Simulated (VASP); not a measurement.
# Y (P6_3/mmc) in VASP: a series of runs

Y is run at these levels: PBEsol; tasks: single point.

All numbers are computed with VASP 6.6.1; they aren't measurements. Logs are shortened: lines on timing, memory, paths and dates and some standing lists are left out, and cuts for length are marked.

## 1. The cell of the first run

The structure is hexagonal, space group P6_3/mmc (No. 194). The conventional cell has a = 3.108 Å, b = 3.108 Å, c = 5.054 Å, α = 90.00°, β = 90.00°, γ = 120.00°. Y (site symmetry -6m2) has 12 Y at 3.10 to 3.11 Å within 4.1 Å.

## 2. Single point, PBEsol

INCAR reads:

```
ALGO = Normal
EDIFF = 1E-6
ENCUT = 520
GGA = PS
ISIF = 2
ISMEAR = -1
LASPH = True
LCHARG = False
LREAL = False
LWAVE = False
NBANDS = 18
NELM = 100
PREC = Accurate
SIGMA = 0.05
```

KPOINTS reads:

```
k-points
0
Gamma
  14 14 8
```

POSCAR reads:

```
Y
1.0
    3.1083836179      0.0000000000      0.0000000000
   -1.5541918089      2.6919391778      0.0000000000
    0.0000000000      0.0000000000      5.0539033728
Y
2
Direct
    0.3333333333      0.6666666667      0.2500000000
    0.6666666667      0.3333333333      0.7500000000
```

Potentials or basis: VASP PAW PBE potentials, release 64 (Y_sv).

Command:

```
> cat potpaw_PBE.64/Y_sv/POTCAR > POTCAR
> mpirun -np 1 vasp_std > vasp.out
```

OUTCAR:

```text
EDIFF = 1E-6
   ENCUT = 520
   GGA = PS
   ISIF = 2
   ISMEAR = -1
   LASPH = True
   LREAL = False
   NELM = 100
   PREC = Accurate

 ion  position               nearest neighbor table
   1  0.333  0.667  0.250-   2 3.10   2 3.10   2 3.10   2 3.10   2 3.10   2 3.10
   2  0.667  0.333  0.750-   1 3.10   1 3.10   1 3.10   1 3.10   1 3.10   1 3.10

  LATTYP: Found a hexagonal cell.
 ALAT       =     3.1083836179
 C/A-ratio  =     1.6258943535

  Lattice vectors:

 A1 = (   3.1083836179,   0.0000000000,   0.0000000000)
 A2 = (  -1.5541918089,   2.6919391778,   0.0000000000)
 A3 = (   0.0000000000,   0.0000000000,   5.0539033728)

Analysis of symmetry for initial positions (statically):
=====================================================================
 Subroutine PRICEL returns:
 Original cell was already a primitive cell.

 Routine SETGRP: Setting up the symmetry group for a
 hexagonal supercell.

 Subroutine GETGRP returns: Found 24 space group operations
 (whereof 12 operations were pure point group operations)
 out of a pool of 24 trial point group operations.

The static configuration has the point symmetry D_3d.
 The point group associated with its full space group is D_6h.

Analysis of symmetry for dynamics (positions and initial velocities):
=====================================================================
 Subroutine PRICEL returns:
 Original cell was already a primitive cell.

 Routine SETGRP: Setting up the symmetry group for a
 hexagonal supercell.

 Subroutine GETGRP returns: Found 24 space group operations
 (whereof 12 operations were pure point group operations)
 out of a pool of 24 trial point group operations.

The dynamic configuration has the point symmetry D_3d.
 The point group associated with its full space group is D_6h.

 Subroutine INISYM returns: Found 24 space group operations
 (whereof 12 operations are pure point group operations),
 and found     1 'primitive' translations

----------------------------------------------------------------------------------------

                                     Primitive cell

  volume of cell :      42.2889

  direct lattice vectors                    reciprocal lattice vectors
     3.108383618  0.000000000  0.000000000     0.321710613  0.185739709  0.000000000
    -1.554191809  2.691939178  0.000000000     0.000000000  0.371479418  0.000000000
     0.000000000  0.000000000  5.053903373     0.000000000  0.000000000  0.197866862

  length of vectors
     3.108383618  3.108383618  5.053903373     0.371479418  0.371479418  0.197866862

  position of ions in fractional coordinates (direct lattice)
     0.333333333  0.666666667  0.250000000
     0.666666667  0.333333333  0.750000000

  ion indices of the primitive-cell ions
   primitive index   ion index
                 1           1
                 2           2

----------------------------------------------------------------------------------------

 KPOINTS: k-points

Automatic generation of k-mesh.
 Grid dimensions read from file:
 generate k-points for:   14   14    8

 Generating k-lattice:

  Cartesian coordinates                     Fractional coordinates (reciprocal lattice)
     0.022979330  0.013267122  0.000000000     0.071428571  0.000000000  0.000000000
     0.000000000  0.026534244  0.000000000     0.000000000  0.071428571  0.000000000
     0.000000000  0.000000000  0.024733358     0.000000000  0.000000000  0.125000000

  Length of vectors
     0.026534244  0.026534244  0.024733358

  Shift w.r.t. Gamma in fractional coordinates (k-lattice)
     0.000000000  0.000000000  0.000000000

 Subroutine IBZKPT returns following result:
 ===========================================

 Found    120 irreducible k-points:

 Following reciprocal coordinates:
            Coordinates               Weight
  0.000000  0.000000  0.000000      1.000000
  0.071429  0.000000  0.000000      6.000000
  0.142857  0.000000  0.000000      6.000000
  0.214286  0.000000  0.000000      6.000000
  0.285714  0.000000  0.000000      6.000000
  0.357143  0.000000  0.000000      6.000000
[... 16 lines left out ...]
  0.285714  0.285714  0.000000      6.000000
  0.357143  0.285714  0.000000      6.000000
 [... further k-points ...]
   k-points           NKPTS =    120   k-points in BZ     NKDIM =    120   number of bands    NBANDS=     18
   number of dos      NEDOS =    301   number of ions     NIONS =      2
   total plane-waves  NPLWV =  23040
   dimension x,y,z NGX =    24 NGY =   24 NGZ =   40
   dimension x,y,z NGXF=    48 NGYF=   48 NGZF=   80
   ions per type =               2
   NGX,Y,Z   is equivalent  to a cutoff of  12.84, 12.84, 13.16 a.u.
   NGXF,Y,Z  is equivalent  to a cutoff of  25.67, 25.67, 26.32 a.u.
 SYSTEM =  unknown system
   PREC   = accura    normal or accurate (medium, high low for compatibility)
   ISTART =      0    job   : 0-new  1-cont  2-samecut
   ICHARG =      2    charge: 1-file 2-atom 10-const
   ISPIN  =      1    spin polarized calculation?
   LNONCOLLINEAR =      F non collinear calculations
   LSORBIT =      F    spin-orbit coupling
   LASPH  =      T    aspherical Exc in radial PAW
   ENCUT  =  520.0 eV  38.22 Ry    6.18 a.u.   5.78  5.78  9.40*2*pi/ulx,y,z
   NELM   =    100;   NELMIN=  2; NELMDL= -5     # of ELM steps
   EDIFF  = 0.1E-05   stopping-criterion for ELM
   LREAL  =      F    real-space projection
   EDIFFG = 0.1E-04   stopping-criterion for IOM
   NSW    =      0    number of steps for IOM
   IBRION =     -1    ionic relax: 0-MD 1-quasi-New 2-CG
   NFREE  =      0    steps in history (QN), initial steepest desc. (CG)
   ISIF   =      2    stress and relaxation
   ISYM   =      2    0-nonsym 1-usesym 2-fastsym
   POTIM  = 0.5000    time-step for ionic-motion
   TEBEG  =    0.0;   TEEND  =   0.0 temperature during run
   PSTRESS=    0.0 pullay stress
   NELECT =      22.0000    total number of electrons
   NUPDOWN=      -1.0000    fix difference up-down
   EMIN   =  10.00;   EMAX   =-10.00  energy-range for DOS
   EFERMI =   0.00;   METHOD = LEGACY
   ISMEAR =    -1;   SIGMA  =   0.05  broadening in eV -4-tet -1-fermi 0-gaus
   EFERMI_NEDOS =   21; number of points for ismear=-14 and -15
   IALGO  =     38    algorithm
   IMIX   =      4    mixing-type and parameters
     AMIX     =   0.40;   BMIX     =  1.00
     AMIX_MAG =   1.60;   BMIX_MAG =  1.00
  volume/ion in A,a.u.               =      21.14       142.69
  Fermi-wavevector in a.u.,A,eV,Ry     =   1.316659  2.488126 23.586953  1.733592
  Thomas-Fermi vector in A             =   2.446756
   LORBIT       =      0    0 simple, 1 ext, 2 COOP (PROOUT), +10 PAW based schemes
   GGA     = PS    functional components
   LHFCALC =     F    Hartree Fock is set to
   AEXX    =    0.0000 exact exchange contribution
   IVDW    =     0    specifies the selected vdW correction
   LEPSILON=     F    determine dielectric tensor
   LRPA    =     F    only Hartree local field effects (RPA)
 non-spin polarized calculation
  energy-cutoff  :      520.00
  volume of cell :       42.29
 maximum number of plane-waves:      1170
 NGX is ok and might be reduce to    24
   NGX = 11   NGY = 11   NGZ = 19

 number of electron      22.0000000 magnetization

 Free energy of the ion-electron system (eV)
  ---------------------------------------------------
  ext. energy  EPLUGINS =         0.00000000
  ---------------------------------------------------
  free energy    TOTEN  =       -12.26332422 eV

  energy without entropy =      -12.24261122  energy(sigma->0) =      -12.25296772

 E-fermi :   5.3486     XC(G=0): -11.4202

 val. band max:        5.3419011444   @ k =   0.1429   0.1429   0.1250
 cond. band min:       5.3816254312   @ k =   0.2857   0.2143   0.1250
 fundamental gap:      0.0397242868
 Fermi energy:         5.3486176794

 k-point     1 :       0.0000    0.0000    0.0000
  band No.  band energies     occupation
      1     -36.5653      2.00000
      2     -36.1830      2.00000
      3     -17.6457      2.00000
      4     -15.8029      2.00000
      5     -15.8029      2.00000
      6     -15.5412      2.00000
[... 10 lines left out ...]
     17       9.3828      0.00000
     18       9.3828      0.00000

 k-point     2 :       0.0714    0.0000    0.0000
  band No.  band energies     occupation
      1     -36.5495      2.00000
      2     -36.1752      2.00000
      3     -17.6125      2.00000
      4     -15.8907      2.00000
      5     -15.8298      2.00000
      6     -15.6317      2.00000
[... 10 lines left out ...]
     17       9.1053      0.00000
     18       9.1868      0.00000

 k-point     3 :       0.1429    0.0000    0.0000
  band No.  band energies     occupation
      1     -36.5043      2.00000
      2     -36.1540      2.00000
      3     -17.5158      2.00000
      4     -16.1335      2.00000
      5     -15.9019      2.00000
      6     -15.8749      2.00000
[... 10 lines left out ...]
     17       8.7392      0.00000
     18       9.0246      0.00000

 k-point     4 :       0.2143    0.0000    0.0000
  band No.  band energies     occupation
      1     -36.4365      2.00000
      2     -36.1247      2.00000
      3     -17.3644      2.00000
      4     -16.4766      2.00000
      5     -16.2030      2.00000
      6     -16.0000      2.00000
[... 375 lines left out ...]
      4     -16.9245      2.00000
      5     -16.6192      2.00000
      6     -16.5649      2.00000
[... 10 lines left out ...]
     17      12.5715      0.00000
     18      12.7179      0.00000

 k-point    23 :       0.2857    0.2857    0.0000
  band No.  band energies     occupation
      1     -36.1432      2.00000
      2     -36.0720      2.00000
      3     -17.1601      2.00000
      4     -16.9223      2.00000
      5     -16.6542      2.00000
      6     -16.5403      2.00000
[... 10 lines left out ...]
     17      12.4253      0.00000
     18      12.5852      0.00000

 k-point    24 :       0.3571    0.2857    0.0000
  band No.  band energies     occupation
      1     -36.1154      2.00000
      2     -36.0842      2.00000
      3     -17.1559      2.00000
      4     -16.8300      2.00000
      5     -16.7968      2.00000
      6     -16.4228      2.00000
[... 10 lines left out ...]
     17      12.2370      0.00000
     18      12.5175      0.00000

 [... further k-points ...]

------------------------ aborting loop because EDIFF is reached ----------------------------------------

  FORCE on cell =-STRESS in cart. coord.  units (eV):
  Direction    XX          YY          ZZ          XY          YZ          ZX
  --------------------------------------------------------------------------------------
  -------------------------------------------------------------------------------------
  Total        7.5520776      7.5520776      7.5536827      0.0000000      0.0000000     -0.0000000
  in kB      286.1213311    286.1213311    286.1821424      0.0000000      0.0000000     -0.0000000
  external PRESSURE =     286.1416015 kB  Pullay stress =       0.0000000 kB

 VOLUME and BASIS-vectors are now :
 -----------------------------------------------------------------------------
  energy-cutoff  :      520.00
  volume of cell :       42.29
      direct lattice vectors                 reciprocal lattice vectors
     3.108383618  0.000000000  0.000000000     0.321710613  0.185739709  0.000000000
    -1.554191809  2.691939178  0.000000000     0.000000000  0.371479418  0.000000000
     0.000000000  0.000000000  5.053903373     0.000000000  0.000000000  0.197866862

 POSITION                                       TOTAL-FORCE (eV/Angst)
 -----------------------------------------------------------------------------------
     -0.00000      1.79463      1.26348         0.000000      0.000000      0.000000
      1.55419      0.89731      3.79043        -0.000000      0.000000      0.000000
 -----------------------------------------------------------------------------------
    total drift:                               -0.000000      0.000000     -0.000000

  FREE ENERGIE OF THE ION-ELECTRON SYSTEM (eV)
  ---------------------------------------------------
  free  energy   TOTEN  =       -12.2633242242 eV

  energy  without entropy=      -12.2426112167  energy(sigma->0) =      -12.25296772
```

It took 37 s on 1 thread of AMD EPYC 9R45 (Zen 5), shared host; peak memory 0.2 GiB.

What came out:

```
Free energy            : -12.2633 eV
Pressure               : 28.6 GPa
Band gap on the k mesh : zero (bands 11 and 12 overlap by 2.57 eV)
```

Levels at points of the mesh, in eV from the Fermi level:
```
           k point  band 8  band 9  band 10  band 11  band 12  band 13  band 14  band 15
(0.00, 0.00, 0.00)  -20.87   -5.02    -2.63     2.08     2.08     2.10     2.81     3.01
(0.50, 0.00, 0.00)  -21.14   -2.37    -1.82    -1.80     1.45     1.81     2.06     2.98
(0.00, 0.00, 0.50)  -21.02   -3.08    -3.08     1.05     1.05     2.04     2.04     2.04
(0.50, 0.00, 0.50)  -21.39   -2.55    -2.55    -0.48    -0.48     3.44     3.44     3.96
```

Caveat: the cell stands under pressure; the PAW data sets were made with another functional, which shifts forces and pressure a little.

## 3. Single point, PBEsol

INCAR reads:

```
SYSTEM = Y
PREC     = Accurate       ! precision mode
ENCUT    = 520            ! plane-wave cutoff, eV
EDIFF    = 1E-6           ! SCF threshold, eV
ISMEAR   = -1             ! smearing method
SIGMA    = 0.05           ! smearing width, eV
LREAL    = .False.        ! projectors in reciprocal space
LASPH    = .True.         ! aspherical terms in the spheres
NELM     = 100            ! most SCF steps
ALGO     = Normal         ! electronic algorithm
ISIF     = 2              ! what is computed and relaxed
LWAVE    = .False.        ! write WAVECAR
LCHARG   = .False.        ! write CHGCAR
GGA      = PS             ! functional
NBANDS   = 18             ! bands
```

KPOINTS reads:

```
regular mesh
0
Gamma
  14 14 8
  0 0 0
```

POSCAR reads:

```
Y
1.0
    3.1083836179      0.0000000000      0.0000000000
   -1.5541918090      2.6919391778      0.0000000000
    0.0000000000      0.0000000000      5.0539033728
Y
2
Direct
    0.3333333333      0.6666666667      0.2500000000
    0.6666666667      0.3333333333      0.7500000000
```

Potentials or basis: VASP PAW PBE potentials, release 64 (Y_sv).

Command:

```
> cat potpaw_PBE.64/Y_sv/POTCAR > POTCAR
> mpirun -np 1 vasp_std > vasp.out
```

Run time: 36 s. Hardware: 1 thread of AMD EPYC 9R45 (Zen 5), shared host; peak memory 0.2 GiB.

It converged, with:

* Free energy: -12.2633 eV
* Pressure: 28.6 GPa
* Band gap on the k mesh: zero (bands 11 and 12 overlap by 2.57 eV)

Levels at points of the mesh, in eV from the Fermi level:
| k point | band 9 | band 10 | band 11 | band 12 | band 13 | band 14 |
| --- | --- | --- | --- | --- | --- | --- |
| (0.00, 0.00, 0.00) | -5.02 | -2.63 | 2.08 | 2.08 | 2.10 | 2.81 |
| (0.50, 0.00, 0.00) | -2.37 | -1.82 | -1.80 | 1.45 | 1.81 | 2.06 |
| (0.00, 0.00, 0.50) | -3.08 | -3.08 | 1.05 | 1.05 | 2.04 | 2.04 |
| (0.50, 0.00, 0.50) | -2.55 | -2.55 | -0.48 | -0.48 | 3.44 | 3.44 |

Caveat: the cell stands under pressure; the PAW data sets were made with another functional, which shifts forces and pressure a little.
